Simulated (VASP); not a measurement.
Write the native input for VASP 6.6.1 that does the following.

```
Task                   : single point
Functional             : revPBE
Potentials or basis    : VASP PAW PBE potentials, release 64 (Au)
Cutoff                 : 520 eV
k mesh                 : 14 × 14 × 7
Occupations            : fermi-dirac, width 0.1 eV
Spin                   : no spin polarisation
Dipole correction      : no
Further INCAR settings : ALGO = Normal; EDIFF = 1e-07; NBANDS = 18
```

The structure of Au lies in POSCAR:

```
Au
1.0
    3.0112717965      0.0000000000      0.0000000000
   -1.5056358982      2.6078378735      0.0000000000
    0.0000000000      0.0000000000      5.0508205277
Au
2
Direct
    0.3333333333      0.6666666667      0.2500000000
    0.6666666667      0.3333333333      0.7500000000
```

This cell differs from its parent crystal: volume scaled by 1.08.

The input as run:

INCAR

```
SYSTEM = Au
ALGO = Normal
EDIFF = 1E-7
ENCUT = 520
GGA = RE
ISIF = 2
ISMEAR = -1
LASPH = .TRUE.
LCHARG = .FALSE.
LREAL = .FALSE.
LWAVE = .FALSE.
NBANDS = 18
NELM = 80
PREC = Accurate
SIGMA = 0.1
```

KPOINTS

```
k-points
0
G
  14 14 7
  0 0 0
```

Potentials or basis: VASP PAW PBE potentials, release 64 (Au).

Command:

```sh
$ cat potpaw_PBE.64/Au/POTCAR > POTCAR
$ mpirun -np 1 vasp_std > vasp.out
```

Results of the run:

```
Pressure               : -7.5 GPa
Band gap on the k mesh : zero (band 11 reaches 10.17 eV, above the bottom of band 12 at 4.92 eV)
```

Caveat: the PAW data sets were made with another functional, which shifts forces and pressure a little; spin-orbit coupling is left out, which moves the levels of the heavy elements.

Run time: 19 s on 1 thread of Intel(R) Xeon(R) 6975P-C (Granite Rapids), on a shared host, peak memory 0.19 GiB.
